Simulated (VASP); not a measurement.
A run of VASP 6.6.1 is set up as follows.

POSCAR

```
AlN
1.0
    0.0613702190      2.1839935596      2.1839935596
    2.2453637786      0.0000000000      2.2453637786
    2.1839935596      2.1839935596      0.0613702190
Al N
1 1
Direct
    0.0000000000      0.0000000000      0.0000000000
    0.7500000000      0.7500000000      0.7500000000
```

Contents of INCAR.step1:

```
PREC = Accurate ; ENCUT = 520
ISMEAR = 0 ; SIGMA = 0.05
LREAL = F ; LASPH = T
NELM = 60 ; NBANDS = 11
GGA = PE ; ALGO = Normal
EDIFF = 1E-4 ; LWAVE = T
LCHARG = F
```

INCAR.step2

```
PREC = Accurate ; ENCUT = 520
EDIFF = 1E-6 ; ISMEAR = 0
SIGMA = 0.05 ; LREAL = F
LASPH = T ; NELM = 60
ALGO = Normal ; ISIF = 2
LWAVE = F ; LCHARG = F
METAGGA = R2SCAN ; LMIXTAU = T
NBANDS = 11 ; ISTART = 1
```

File KPOINTS:

```
regular mesh
0
Gamma
  10 10 10
```

Potentials or basis: VASP PAW PBE potentials, release 64 (Al, N).

Command:

```console
$ cat potpaw_PBE.64/Al/POTCAR potpaw_PBE.64/N/POTCAR > POTCAR
$ cp INCAR.step1 INCAR
$ mpirun -np 1 vasp_std > vasp.out
$ cp INCAR.step2 INCAR
$ mpirun -np 1 vasp_std > vasp.out
```

Estimate the largest force.

0.500 eV/Å.

What does it give for the band gap on the k mesh?

3.70 eV (least direct gap 4.66 eV).

Forces on the atoms (eV/Å):
```
Al   0.000 -0.500  0.000
N    0.000  0.500  0.000
```

Caveat: the cell differs from its parent crystal (strain +0.0562 x Voigt [0, 0, 0, 0, 1, 0]); the PAW data sets were made with another functional, which shifts forces and pressure a little. A k mesh can miss the band edges.
